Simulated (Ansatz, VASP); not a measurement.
## One calculation of Zr, two programs

```
CELL_PARAMETERS angstrom
3.14397 0.00000 0.00000
-1.57198 2.72275 0.00000
0.00000 0.00000 5.08946
ATOMIC_POSITIONS crystal
Zr 0.33333 0.66667 0.25000
Zr 0.66667 0.33333 0.75000
```

Alike in both runs: task single point; functional LDA; k mesh 3 × 3 × 2; occupations fermi-dirac, width 0.1 eV; no spin polarisation.

|  | VASP | Ansatz |
| --- | --- | --- |
| version | VASP 6.6.1 | Ansatz 0.2.0 |
| potentials or method | VASP PAW LDA potentials, release 64 (Zr_sv), cutoff 520 eV | plane waves (420 eV) with PAW, scalar-relativistic |
| valence electrons in the cell | 24 | 24 |

Ansatz gave:

```
pressure (GPa)                                                : -1.4
traceless stress, the component that is largest in VASP (GPa) : 3.16
```

Which values does VASP return?

Pressure (GPa): -1.3; traceless stress, the component that is largest in VASP (GPa): 3.24.

Ansatz warns that its potentials were made for another functional, while VASP's fit it. LDA's correlation is that of Perdew and Zunger in VASP and of Perdew and Wang (1992) in Ansatz.

The k mesh is coarse, so the values compare programs but aren't converged.
